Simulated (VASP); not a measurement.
A run of VASP 6.6.1:

File INCAR:

```
SYSTEM = NbRu3C
ALGO = Normal
EDIFF = 1E-6
ENCUT = 520
GGA = PE
ISIF = 2
ISMEAR = -1
LASPH = .True.
LCHARG = .False.
LREAL = .False.
LWAVE = .False.
NBANDS = 38
NELM = 80
PREC = Accurate
SIGMA = 0.05
```

File KPOINTS:

```
k-points
0
Gamma
  7 7 7
  0 0 0
```

File POSCAR:

```
NbRu3C
1.0
    4.0651380000      0.0000000000      0.0000000000
    0.0000000000      4.0651380000      0.0000000000
    0.0000000000      0.0000000000      4.0651380000
Ru Nb C
3 1 1
Direct
    0.5048240000      0.5020500000      0.0089760000
    0.4887510000     -0.0079510000      0.5003390000
    0.0035380000      0.4976300000      0.5145230000
    0.0025650000      0.0173570000      0.0026820000
    0.5008520000      0.4970720000      0.5049320000
```

Potentials or basis: VASP PAW PBE potentials, release 64 (Ru_pv, Nb_sv, C).

The run is started by

```console
$ cat potpaw_PBE.64/Ru_pv/POTCAR potpaw_PBE.64/Nb_sv/POTCAR potpaw_PBE.64/C/POTCAR > POTCAR
$ mpirun -np 1 vasp_std > vasp.out
```

Hardware: 1 thread of Intel Xeon 6975P-C (shared host).

**Question.** How long does it take, and how much memory?

**Answer.** Wall time 6.6 min on 1 thread of Intel Xeon 6975P-C, with other jobs on the host, peak memory 0.46 GiB. Counts: scf iterations 16, k points 172.
